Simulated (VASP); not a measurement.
# Fe (Fd-3m) in VASP: single point with r2SCAN

Aim: the single point of Fe with r2SCAN.

All numbers are computed with VASP 6.6.1; they aren't measurements. Logs are shortened: lines on timing, memory, paths and dates and some standing lists are left out, and cuts for length are marked.

### 1 The cell of the first run

It takes space group Fd-3m (No. 227, cubic). Conventional cell: a = 4.810 Å, b = 4.810 Å, c = 4.810 Å, α = 90.00°, β = 90.00°, γ = 90.00°. Fe (site symmetry -43m) has 4 Fe at 2.08 Å within 2.8 Å.

This isn't the form of Fe at room conditions, which is bcc.

### 2 Single point, r2SCAN, collinear spin, ferromagnetic start

Contents of POSCAR:

```
Fe
1.0
    0.0000000000      2.4047683956      2.4047683956
    2.4047683956      0.0000000000      2.4047683956
    2.4047683956      2.4047683956      0.0000000000
Fe
2
Direct
    0.0000000000      0.0000000000      0.0000000000
    0.2500000000      0.2500000000      0.2500000000
```

Contents of INCAR.step1:

```
SYSTEM = Fe
ALGO = Normal ; EDIFF = 1E-5
ENCUT = 660 ; GGA = PE
GGA_COMPAT = .FALSE. ; ISMEAR = 0
ISPIN = 2 ; LASPH = .TRUE.
LCHARG = .FALSE. ; LMAXMIX = 4
LREAL = .FALSE. ; LWAVE = .TRUE.
MAGMOM = 0.46 0.46 ; NBANDS = 27
NELM = 200 ; PREC = Accurate
SIGMA = 0.1
```

Contents of INCAR.step2:

```
SYSTEM = Fe
ALGO = Normal ; EDIFF = 1E-6
ENCUT = 660 ; GGA_COMPAT = .FALSE.
ISIF = 2 ; ISMEAR = 0
ISPIN = 2 ; ISTART = 1
LASPH = .TRUE. ; LCHARG = .FALSE.
LMAXMIX = 4 ; LMIXTAU = .TRUE.
LORBIT = 11 ; LREAL = .FALSE.
LWAVE = .FALSE. ; MAGMOM = 0.46 0.46
METAGGA = R2SCAN ; NBANDS = 27
NELM = 200 ; PREC = Accurate
SIGMA = 0.1
```

Contents of KPOINTS:

```
k-points
0
G
  20 20 20
  0 0 0
```

Potentials or basis: VASP PAW PBE potentials, release 64 (Fe_sv).

On the command line:

```console
$ cat potpaw_PBE.64/Fe_sv/POTCAR > POTCAR
$ cp INCAR.step1 INCAR
$ mpirun -np 1 vasp_std > vasp.out
$ cp INCAR.step2 INCAR
$ mpirun -np 1 vasp_std > vasp.out
```

OUTCAR:

```text
SYSTEM = Fe
   EDIFF = 1E-6
   ENCUT = 660
   ISIF = 2
   ISMEAR = 0
   ISPIN = 2
   ISTART = 1
   LASPH = .TRUE.
   LORBIT = 11
   LREAL = .FALSE.
   METAGGA = R2SCAN
   NELM = 200
   PREC = Accurate

 ion  position               nearest neighbor table
   1  0.000  0.000  0.000-   2 2.08   2 2.08   2 2.08   2 2.08
   2  0.250  0.250  0.250-   1 2.08   1 2.08   1 2.08   1 2.08

  LATTYP: Found a face centered cubic cell.
 ALAT       =     4.8095367912

  Lattice vectors:

 A1 = (   0.0000000000,   2.4047683956,   2.4047683956)
 A2 = (   2.4047683956,   0.0000000000,   2.4047683956)
 A3 = (   2.4047683956,   2.4047683956,   0.0000000000)

Analysis of symmetry for initial positions (statically):
=====================================================================
 Subroutine PRICEL returns:
 Original cell was already a primitive cell.

 Routine SETGRP: Setting up the symmetry group for a
 face centered cubic supercell.

 Subroutine GETGRP returns: Found 48 space group operations
 (whereof 24 operations were pure point group operations)
 out of a pool of 48 trial point group operations.

The static configuration has the point symmetry T_d .
 The point group associated with its full space group is O_h .

Analysis of symmetry for dynamics (positions and initial velocities):
=====================================================================
 Subroutine PRICEL returns:
 Original cell was already a primitive cell.

 Routine SETGRP: Setting up the symmetry group for a
 face centered cubic supercell.

 Subroutine GETGRP returns: Found 48 space group operations
 (whereof 24 operations were pure point group operations)
 out of a pool of 48 trial point group operations.

The dynamic configuration has the point symmetry T_d .
 The point group associated with its full space group is O_h .

Analysis of structural, dynamic, and magnetic symmetry:
=====================================================================
 Subroutine PRICEL returns:
 Original cell was already a primitive cell.

 Routine SETGRP: Setting up the symmetry group for a
 face centered cubic supercell.

 Subroutine GETGRP returns: Found 48 space group operations
 (whereof 24 operations were pure point group operations)
 out of a pool of 48 trial point group operations.

The overall configuration has the point symmetry T_d .
 The point group associated with its full space group is O_h .

 Subroutine INISYM returns: Found 48 space group operations
 (whereof 24 operations are pure point group operations),
 and found     1 'primitive' translations

----------------------------------------------------------------------------------------

                                     Primitive cell

  volume of cell :      27.8131

  direct lattice vectors                    reciprocal lattice vectors
     0.000000000  2.404768396  2.404768396    -0.207920231  0.207920231  0.207920231
     2.404768396  0.000000000  2.404768396     0.207920231 -0.207920231  0.207920231
     2.404768396  2.404768396  0.000000000     0.207920231  0.207920231 -0.207920231

  length of vectors
     3.400856079  3.400856079  3.400856079     0.360128404  0.360128404  0.360128404

  position of ions in fractional coordinates (direct lattice)
     0.000000000  0.000000000  0.000000000
     0.250000000  0.250000000  0.250000000

  ion indices of the primitive-cell ions
   primitive index   ion index
                 1           1
                 2           2

----------------------------------------------------------------------------------------

 KPOINTS: k-points

Automatic generation of k-mesh.
 Grid dimensions read from file:
 generate k-points for:   20   20   20

 Generating k-lattice:

  Cartesian coordinates                     Fractional coordinates (reciprocal lattice)
    -0.010396012  0.010396012  0.010396012     0.050000000  0.000000000  0.000000000
     0.010396012 -0.010396012  0.010396012     0.000000000  0.050000000  0.000000000
     0.010396012  0.010396012 -0.010396012     0.000000000  0.000000000  0.050000000

  Length of vectors
     0.018006420  0.018006420  0.018006420

  Shift w.r.t. Gamma in fractional coordinates (k-lattice)
     0.000000000  0.000000000  0.000000000

 Subroutine IBZKPT returns following result:
 ===========================================

 Found    256 irreducible k-points:

 Following reciprocal coordinates:
            Coordinates               Weight
  0.000000  0.000000  0.000000      1.000000
  0.050000  0.000000  0.000000      8.000000
  0.100000  0.000000  0.000000      8.000000
  0.150000  0.000000  0.000000      8.000000
  0.200000  0.000000  0.000000      8.000000
  0.250000  0.000000  0.000000      8.000000
[... 16 lines left out ...]
 -0.400000  0.050000  0.000000     24.000000
 -0.350000  0.050000  0.000000     24.000000
 [... further k-points ...]
   k-points           NKPTS =    256   k-points in BZ     NKDIM =    256   number of bands    NBANDS=     27
   number of dos      NEDOS =    301   number of ions     NIONS =      2
   total plane-waves  NPLWV =  21952
   dimension x,y,z NGX =    28 NGY =   28 NGZ =   28
   dimension x,y,z NGXF=    56 NGYF=   56 NGZF=   56
   ions per type =               2
   NGX,Y,Z   is equivalent  to a cutoff of  13.69, 13.69, 13.69 a.u.
   NGXF,Y,Z  is equivalent  to a cutoff of  27.37, 27.37, 27.37 a.u.
 SYSTEM =  Fe
   PREC   = accura    normal or accurate (medium, high low for compatibility)
   ISTART =      1    job   : 0-new  1-cont  2-samecut
   ICHARG =      0    charge: 1-file 2-atom 10-const
   ISPIN  =      2    spin polarized calculation?
   LNONCOLLINEAR =      F non collinear calculations
   LSORBIT =      F    spin-orbit coupling
   LASPH  =      T    aspherical Exc in radial PAW
   ENCUT  =  660.0 eV  48.51 Ry    6.96 a.u.   7.12  7.12  7.12*2*pi/ulx,y,z
   NELM   =    200;   NELMIN=  2; NELMDL=  0     # of ELM steps
   EDIFF  = 0.1E-05   stopping-criterion for ELM
   LREAL  =      F    real-space projection
   EDIFFG = 0.1E-04   stopping-criterion for IOM
   NSW    =      0    number of steps for IOM
   IBRION =     -1    ionic relax: 0-MD 1-quasi-New 2-CG
   NFREE  =      0    steps in history (QN), initial steepest desc. (CG)
   ISIF   =      2    stress and relaxation
   ISYM   =      2    0-nonsym 1-usesym 2-fastsym
   POTIM  = 0.5000    time-step for ionic-motion
   TEBEG  =    0.0;   TEEND  =   0.0 temperature during run
   PSTRESS=    0.0 pullay stress
   NELECT =      32.0000    total number of electrons
   NUPDOWN=      -1.0000    fix difference up-down
   EMIN   =  10.00;   EMAX   =-10.00  energy-range for DOS
   EFERMI =   0.00;   METHOD = LEGACY
   ISMEAR =     0;   SIGMA  =   0.10  broadening in eV -4-tet -1-fermi 0-gaus
   EFERMI_NEDOS =   21; number of points for ismear=-14 and -15
   IALGO  =     38    algorithm
   IMIX   =      4    mixing-type and parameters
     AMIX     =   0.40;   BMIX     =  1.00
     AMIX_MAG =   1.60;   BMIX_MAG =  1.00
  volume/ion in A,a.u.               =      13.91        93.85
  Fermi-wavevector in a.u.,A,eV,Ry     =   1.715438  3.241707 40.038216  2.942726
  Thomas-Fermi vector in A             =   2.792810
   LORBIT       =     11    0 simple, 1 ext, 2 COOP (PROOUT), +10 PAW based schemes
   METAGGA = R2SCAN    functional components
   LHFCALC =     F    Hartree Fock is set to
   AEXX    =    0.0000 exact exchange contribution
   IVDW    =     0    specifies the selected vdW correction
   LEPSILON=     F    determine dielectric tensor
   LRPA    =     F    only Hartree local field effects (RPA)
 spin polarized calculation
 Gauss-broadening in eV      SIGMA  =   0.10
  energy-cutoff  :      660.00
  volume of cell :       27.81
 maximum number of plane-waves:      1090
   NGX = 15   NGY = 15   NGZ = 15

 number of electron      31.9999978 magnetization      -0.0000848

 Free energy of the ion-electron system (eV)
  ---------------------------------------------------
  ext. energy  EPLUGINS =         0.00000000
  ---------------------------------------------------
  free energy    TOTEN  =       -25.17337724 eV

  energy without entropy =      -25.16211274  energy(sigma->0) =      -25.16774499

 E-fermi :   8.9576     XC(G=0): -13.0876

 val. band max:        8.9557046778   @ k =   0.5000   0.1000   0.0500
 cond. band min:       8.9627978310   @ k =  -0.4500   0.1000   0.0000
 fundamental gap:      0.0070931532
 Fermi energy:         8.9575549098

 spin component 1

 k-point     1 :       0.0000    0.0000    0.0000
  band No.  band energies     occupation
      1     -81.4955      1.00000
      2     -81.0248      1.00000
      3     -46.3750      1.00000
      4     -46.3750      1.00000
      5     -46.3750      1.00000
      6     -45.6802      1.00000
[... 19 lines left out ...]
     26      26.0460      0.00000
     27      27.2450      0.00000
[... 661 lines left out ...]
 k-point    24 :      -0.3500    0.0500    0.0000
  band No.  band energies     occupation
      1     -81.4030      1.00000
      2     -81.1189      1.00000
      3     -46.4542      1.00000
      4     -46.4389      1.00000
      5     -46.3548      1.00000
      6     -45.7107      1.00000
[... 19 lines left out ...]
     26      28.4106      0.00000
     27      30.2934      0.00000

 [... further k-points ...]

 spin component 2

 k-point     1 :       0.0000    0.0000    0.0000
  band No.  band energies     occupation
      1     -81.4955      1.00000
      2     -81.0248      1.00000
      3     -46.3751      1.00000
      4     -46.3751      1.00000
      5     -46.3751      1.00000
      6     -45.6803      1.00000
[... 19 lines left out ...]
     26      26.0461      0.00000
     27      27.2450      0.00000
[... 661 lines left out ...]
 k-point    24 :      -0.3500    0.0500    0.0000
  band No.  band energies     occupation
      1     -81.4031      1.00000
      2     -81.1189      1.00000
      3     -46.4542      1.00000
      4     -46.4390      1.00000
      5     -46.3549      1.00000
      6     -45.7108      1.00000
[... 19 lines left out ...]
     26      28.4106      0.00000
     27      30.2934      0.00000

 [... further k-points ...]
[... 5 lines left out ...]
  --------------------------------------------------------------------------------------
  -------------------------------------------------------------------------------------
  Total       -0.3093511     -0.3093511     -0.3093511      0.0000000     -0.0000000      0.0000000
  in kB      -17.8201954    -17.8201954    -17.8201954      0.0000000     -0.0000000      0.0000000
  external PRESSURE =     -17.8201954 kB  Pullay stress =       0.0000000 kB

 VOLUME and BASIS-vectors are now :
 -----------------------------------------------------------------------------
  energy-cutoff  :      660.00
  volume of cell :       27.81
      direct lattice vectors                 reciprocal lattice vectors
     0.000000000  2.404768396  2.404768396    -0.207920231  0.207920231  0.207920231
     2.404768396  0.000000000  2.404768396     0.207920231 -0.207920231  0.207920231
     2.404768396  2.404768396  0.000000000     0.207920231  0.207920231 -0.207920231

 POSITION                                       TOTAL-FORCE (eV/Angst)
 -----------------------------------------------------------------------------------
      0.00000      0.00000      0.00000        -0.000000     -0.000000     -0.000000
      1.20238      1.20238      1.20238         0.000000      0.000000      0.000000
 -----------------------------------------------------------------------------------
    total drift:                                0.000000      0.000000      0.000000

  FREE ENERGIE OF THE ION-ELECTRON SYSTEM (eV)
  ---------------------------------------------------
  free  energy   TOTEN  =       -25.1733772406 eV

  energy  without entropy=      -25.1621127382  energy(sigma->0) =      -25.16774499

 total charge

# of ion       s       p       d       tot
------------------------------------------
    1        2.245   6.029   5.695  13.969
    2        2.245   6.029   5.695  13.969
--------------------------------------------------
tot          4.490  12.058  11.390  27.938

 magnetization (x)

# of ion       s       p       d       tot
------------------------------------------
    1        0.000   0.000  -0.000  -0.000
    2        0.000   0.000  -0.000  -0.000
--------------------------------------------------
tot          0.000   0.000  -0.000  -0.000
```

Wall time 33 min (1 thread of AMD EPYC 7R43 (Zen 3), shared host); peak memory 0.41 GiB.

Results:

- Free energy: -25.1734 eV
- Pressure: -1.8 GPa
- Band gap on the k mesh: zero (filled and empty bands overlap)
- Net moment: 0.00 μB per cell
- Valence electrons inside the program's atomic spheres: Fe 13.97

Levels at points of the mesh, in eV from the Fermi level:
Spin up:
| k point | band 13 | band 14 | band 15 | band 16 | band 17 | band 18 | band 19 | band 20 |
| --- | --- | --- | --- | --- | --- | --- | --- | --- |
| (0.00, 0.00, 0.00) | -2.73 | -2.73 | -0.40 | -0.40 | -0.40 | 1.38 | 1.38 | 15.19 |
| (0.50, 0.00, 0.00) | -2.73 | -2.73 | -1.26 | 0.19 | 0.19 | 1.10 | 1.10 | 2.74 |
| (0.50, 0.50, 0.00) | -1.53 | -1.53 | -0.80 | -0.80 | 1.32 | 1.32 | 3.01 | 3.01 |
Spin down:
```
           k point  band 14  band 15  band 16  band 17  band 18  band 19
(0.00, 0.00, 0.00)    -2.73    -0.40    -0.40    -0.40     1.38     1.38
(0.50, 0.00, 0.00)    -2.73    -1.26     0.19     0.19     1.10     1.10
(0.50, 0.50, 0.00)    -1.53    -0.80    -0.80     1.32     1.32     3.01
```

Caveat: the PAW data sets were made with another functional, which shifts forces and pressure a little.
